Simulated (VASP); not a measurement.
A run of VASP 6.6.1 is set up as follows.

INCAR

```
SYSTEM = Be17Se16
PREC = Accurate
ENCUT = 520
EDIFF = 1E-7
ISMEAR = 0
SIGMA = 0.01
LREAL = Auto
LASPH = .True.
NELM = 120
ALGO = Normal
ISIF = 2
LWAVE = .False.
LCHARG = .False.
GGA = PS
IBRION = 2
NSW = 65
EDIFFG = -0.025
NELECT = 128.0
GGA_COMPAT = .False.
NELMIN = 4
KPAR = 2
NCORE = 2
```

File KPOINTS:

```
Automatic mesh
0
Gamma
  2 2 2
  0.5 0.5 0.5
```

The input POSCAR:

```
Be17Se16
1.0
   -5.1287175262     -5.1287175262     -5.1287175262
   -5.1287175262      5.1287175262      5.1287175262
    5.1287175262      5.1287175262     -5.1287175262
Be Se
17 16
Direct
    0.7528124893      0.0000000000      0.2509166272
    0.5009166272      0.0000000000      0.5028124893
    0.2500000000      0.0000000000      0.7413669336
    0.7471875107      0.4971875107      0.7481041379
    0.7528124893      0.2509166272      0.0000000000
    0.5086330664      0.2586330664      0.2586330664
    0.2500000000      0.2509166272      0.5028124893
   -0.0009166272      0.2518958621      0.7490833728
   -0.0086330664      0.0000000000      0.0000000000
    0.7471875107      0.7481041379      0.4971875107
    0.5018958621      0.7490833728      0.7490833728
    0.5009166272      0.5028124893      0.0000000000
    0.2500000000      0.5028124893      0.2509166272
   -0.0018958621      0.4971875107      0.4971875107
    0.2500000000      0.7413669336      0.0000000000
   -0.0009166272      0.7490833728      0.2518958621
    0.2500000000      0.0000000000      0.0000000000
    0.5010412737      0.0000000000      0.2510412737
    0.2500000000      0.0000000000      0.4965150579
   -0.0010412737      0.0000000000      0.7489587263
    0.5000000000      0.5000000000      0.7500000000
    0.5010412737      0.2510412737      0.0000000000
    0.2500000000      0.2510412737      0.2510412737
    0.0000000000      0.2500000000      0.5000000000
    0.7500000000      0.2500000000      0.7500000000
    0.7465150579      0.0000000000      0.0000000000
    0.5000000000      0.7500000000      0.5000000000
    0.2500000000      0.7489587263      0.7489587263
    0.2500000000      0.4965150579      0.0000000000
    0.0000000000      0.5000000000      0.2500000000
    0.7534849421      0.5034849421      0.5034849421
   -0.0010412737      0.7489587263      0.0000000000
    0.7500000000      0.7500000000      0.2500000000
```

Potentials or basis: VASP PAW PBE potentials, release 64 (Be, Se).

Command:

```bash
$ cat potpaw_PBE.64/Be/POTCAR potpaw_PBE.64/Se/POTCAR > POTCAR
$ mpirun -np 4 vasp_std > vasp.out
```

Task: Estimate the energy gained by relaxing.

Result: 3.1 meV/atom.

Final structure:
```yaml
crystal:
  lattice:
    - [-5.12872, -5.12872, -5.12872]
    - [-5.12872, 5.12872, 5.12872]
    - [5.12872, 5.12872, -5.12872]
  atoms:
    - { symbol: Be, position: [0.75297, 0.00000, 0.24936] }
    - { symbol: Be, position: [0.49936, 0.00000, 0.50297] }
    - { symbol: Be, position: [0.25000, 0.00000, 0.73768] }
    - { symbol: Be, position: [0.74703, 0.49703, 0.74639] }
    - { symbol: Be, position: [0.75297, 0.24936, 0.00000] }
    - { symbol: Be, position: [0.51232, 0.26232, 0.26232] }
    - { symbol: Be, position: [0.25000, 0.24936, 0.50297] }
    - { symbol: Be, position: [0.00064, 0.25361, 0.75064] }
    - { symbol: Be, position: [0.98768, 0.00000, 0.00000] }
    - { symbol: Be, position: [0.74703, 0.74639, 0.49703] }
    - { symbol: Be, position: [0.50361, 0.75064, 0.75064] }
    - { symbol: Be, position: [0.49936, 0.50297, 0.00000] }
    - { symbol: Be, position: [0.25000, 0.50297, 0.24936] }
    - { symbol: Be, position: [0.99639, 0.49703, 0.49703] }
    - { symbol: Be, position: [0.25000, 0.73768, 0.00000] }
    - { symbol: Be, position: [0.00064, 0.75064, 0.25361] }
    - { symbol: Be, position: [0.25000, 0.00000, 0.00000] }
    - { symbol: Se, position: [0.49742, 0.00000, 0.24742] }
    - { symbol: Se, position: [0.25000, 0.00000, 0.49596] }
    - { symbol: Se, position: [0.00258, 0.00000, 0.75258] }
    - { symbol: Se, position: [0.50000, 0.50000, 0.75000] }
    - { symbol: Se, position: [0.49742, 0.24742, 0.00000] }
    - { symbol: Se, position: [0.25000, 0.24742, 0.24742] }
    - { symbol: Se, position: [0.00000, 0.25000, 0.50000] }
    - { symbol: Se, position: [0.75000, 0.25000, 0.75000] }
    - { symbol: Se, position: [0.74596, 0.00000, 0.00000] }
    - { symbol: Se, position: [0.50000, 0.75000, 0.50000] }
    - { symbol: Se, position: [0.25000, 0.75258, 0.75258] }
    - { symbol: Se, position: [0.25000, 0.49596, 0.00000] }
    - { symbol: Se, position: [0.00000, 0.50000, 0.25000] }
    - { symbol: Se, position: [0.75404, 0.50404, 0.50404] }
    - { symbol: Se, position: [0.00258, 0.75258, 0.00000] }
    - { symbol: Se, position: [0.75000, 0.75000, 0.25000] }
```

Caveat: the cell carries a net charge on a neutralising background, which shifts energy and pressure; the cell differs from its parent crystal (with an interstitial atom).
